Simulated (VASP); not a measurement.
A run of VASP 6.6.1 is set up as follows.

INCAR

```
PREC = Accurate ; ENCUT = 520
EDIFF = 1E-6 ; ISMEAR = 0
SIGMA = 0.1 ; LREAL = False
LASPH = True ; NELM = 60
ALGO = Normal ; ISIF = 2
LWAVE = False ; LCHARG = False
GGA = PE ; NBANDS = 18
```

The input KPOINTS:

```
regular mesh
0
Gamma
  12 12 12
```

Contents of POSCAR:

```
ZnCu
1.0
    2.9649840458      0.0000000000      0.0000000000
    0.0000000000      2.9649840458      0.0000000000
    0.0000000000      0.0000000000      2.9649840458
Zn Cu
1 1
Direct
    0.5000000000      0.5000000000      0.5000000000
    0.0000000000      0.0000000000      0.0000000000
```

Potentials or basis: VASP PAW PBE potentials, release 64 (Zn, Cu).

Run with:

```bash
$ cat potpaw_PBE.64/Zn/POTCAR potpaw_PBE.64/Cu/POTCAR > POTCAR
$ mpirun -np 1 vasp_std > vasp.out
```

Question: Predict the band gap on the k mesh.

Answer: Zero (an odd number of electrons rules out a gap without spin polarisation).

Question: Predict the pressure.

Answer: 0.5 GPa.
